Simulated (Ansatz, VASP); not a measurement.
# Li3S2: VASP beside Ansatz

```
CELL_PARAMETERS angstrom
5.11907 0.00000 0.00000
-2.55954 4.43325 0.00000
0.00000 0.00000 3.56379
ATOMIC_POSITIONS crystal
Li 0.50000 0.00000 0.50000
Li 0.00000 0.50000 0.50000
Li 0.50000 0.50000 0.50000
S 0.33333 0.66667 0.50000
S 0.66667 0.33333 0.50000
```

Alike in both runs: task relaxation of cell and atoms; functional PBE; k mesh 6 × 6 × 6; occupations gaussian, width 0.1 eV; no spin polarisation.

|  | VASP | Ansatz |
| --- | --- | --- |
| version | VASP 6.6.1 | Ansatz 0.2.0 |
| potentials or method | VASP PAW PBE potentials, release 64 (Li_sv, S), cutoff 600 eV | scalar-relativistic, plane waves, PAW |
| valence electrons in the cell | 21 | 21 |

Ansatz gave:

```
gap on the k mesh at the Fermi level, each at its own relaxed structure (eV) : none
relaxed volume (Å³/atom)                                                     : 33.48
relaxed cell length with the largest relative difference (Å)                 : 7.781
```

**Question.** Estimate VASP's values.

**Answer.** gap on the k mesh at the Fermi level, each at its own relaxed structure (eV): none; relaxed volume (Å³/atom): 30.29; relaxed cell length with the largest relative difference (Å): 7.474.

A gap of «none» marks a metal or a gap that the smearing closes. One of these differences is far larger than is usual between the two programs; its cause wasn't traced.

Noted on VASP's run: the cutoff is short for stress, so the pressure is rough; the volume moved by over 15 % at a fixed basis, so the end points are rough.
